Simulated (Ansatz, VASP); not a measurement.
# Co in VASP and in Ansatz

The input INCAR:

```
SYSTEM = Co
PREC = Accurate
ENCUT = 600
EDIFF = 1E-6
ISMEAR = 0
SIGMA = 0.1
LREAL = .FALSE.
LASPH = .TRUE.
NELM = 150
ALGO = Fast
ISIF = 3
LWAVE = .FALSE.
LCHARG = .FALSE.
ISPIN = 2
MAGMOM = 1.93 1.93
LORBIT = 11
LMAXMIX = 4
GGA = PE
IBRION = 2
NSW = 90
EDIFFG = -0.04
```

KPOINTS

```
regular mesh
0
G
  8 8 8
  0 0 0
```

Contents of POSCAR:

```
Co
1.0
   -2.1687425347      2.1687425347      1.1830890865
    2.1687425347     -2.1687425347      1.1830890865
    2.1687425347      2.1687425347     -1.1830890865
Co
2
Direct
    0.0000000000      0.0000000000      0.0000000000
    0.7500000000      0.2500000000      0.5000000000
```

Input for Ansatz:

```yaml
crystal:
  lattice:
    - [-2.1687425347, 2.1687425347, 1.1830890865]
    - [2.1687425347, -2.1687425347, 1.1830890865]
    - [2.1687425347, 2.1687425347, -1.1830890865]
  atoms:
    - { symbol: Co, position: [0.0, 0.0, 0.0], spin: 1.93 }
    - { symbol: Co, position: [0.75, 0.25, 0.5], spin: 1.93 }
basis:
  ecutwfc: 420
kpoints:
  mp_grid: { grid: [8, 8, 8] }
hamiltonian:
  xc: pbe
scf:
  occupations: { method: gaussian, width: 0.1 }
  lower_state_search: "off"
output:
  forces: true
  stress: true
  eigenvalues: true
  populations: true
magnetization:
  spin_polarized: true
relax:
  adjacent_minimum: "off"
  f_tol: 0.04
  max_steps: 70
  cell: { stress_tol: 0.4 }
```

Alike in both runs: task relaxation of cell and atoms; functional PBE; k mesh 8 × 8 × 8; occupations gaussian, width 0.1 eV; collinear spin.

|  | VASP | Ansatz |
| --- | --- | --- |
| version | VASP 6.6.1 | Ansatz 0.2.0 |
| potentials or method | VASP PAW PBE potentials, release 64 (Co), cutoff 600 eV | scalar-relativistic, plane waves, PAW |
| valence electrons in the cell | 18 | 34 |

Ansatz gave:

| Quantity | Value |
| --- | --- |
| gap on the k mesh at the Fermi level, each at its own relaxed structure (eV) | none |
| net moment per atom (μB) | 1.81 |
| size of the moment on the site where the two differ most (μB) | 1.84 |
| relaxed volume (Å³/atom) | 12.11 |
| relaxed cell length with the largest relative difference (Å) | 3.401 |

**Question.** Which values does VASP return?

**Answer.** gap on the k mesh at the Fermi level, each at its own relaxed structure (eV): none; net moment per atom (μB): 1.79; size of the moment on the site where the two differ most (μB): 1.80; relaxed volume (Å³/atom): 12.03; relaxed cell length with the largest relative difference (Å): 3.392.

Site moments also hang on the region over which each program counts them. A gap of «none» marks a metal or a gap that the smearing closes. VASP's potentials hold 18 valence electrons a cell and Ansatz's 34, so a difference there can come from the potentials and not from the codes.

The k mesh is coarse, so the values compare programs but aren't converged.
